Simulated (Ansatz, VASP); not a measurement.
## One calculation of BaTe, two programs

The input INCAR:

```
SYSTEM = BaTe
ALGO = Normal
EDIFF = 1E-7
ENCUT = 520
GGA = PE
ISIF = 2
ISMEAR = 0
IVDW = 12
LASPH = .True.
LCHARG = .True.
LELF = .True.
LREAL = .False.
LVHAR = .True.
LWAVE = .False.
NBANDS = 15
NELM = 80
PREC = Accurate
SIGMA = 0.05
```

Contents of KPOINTS:

```
k-points
0
Gamma
  6 6 6
  0 0 0
```

Contents of POSCAR:

```
BaTe
1.0
    0.0000000000      3.4099993980      3.4099993980
    3.4099993980      0.0000000000      3.4099993980
    3.4099993980      3.4099993980      0.0000000000
Ba Te
1 1
Direct
    0.5000000000      0.5000000000      0.5000000000
    0.0000000000      0.0000000000      0.0000000000
```

Input for Ansatz:

```yaml
crystal:
  lattice:
    - [0.0, 3.409999398, 3.409999398]
    - [3.409999398, 0.0, 3.409999398]
    - [3.409999398, 3.409999398, 0.0]
  atoms:
    - { symbol: Ba, position: [0.5, 0.5, 0.5] }
    - { symbol: Te, position: [0.0, 0.0, 0.0] }
basis:
  ecutwfc: 420
  ecutrho_ratio: 4
kpoints:
  mp_grid: { grid: [6, 6, 6] }
hamiltonian:
  xc: pbe
  dispersion: d3bj
scf:
  occupations: { method: gaussian, width: 0.05 }
output:
  forces: true
  stress: true
  eigenvalues: true
```

Alike in both runs: task single point; functional PBE; dispersion D3(BJ); k mesh 6 × 6 × 6; occupations gaussian, width 0.05 eV; no spin polarisation.

```csv
,VASP,Ansatz
version,VASP 6.6.1,Ansatz 0.2.0
potentials or method,"VASP PAW PBE potentials, release 64 (Ba_sv, Te), cutoff 520 eV","scalar-relativistic, plane waves, PAW"
valence electrons in the cell,16,26
```

```csv
,VASP,Ansatz,Ansatz less VASP
gap on the k mesh at the Fermi level (eV),1.33,1.43,+0.100
least direct gap on the mesh (eV),1.71,1.77,+0.061
pressure (GPa),2.8,2.3,-0.44
```

VASP's potentials hold 16 valence electrons a cell and Ansatz's 26, so a difference there can come from the potentials and not from the codes.

Spin-orbit coupling is off throughout.
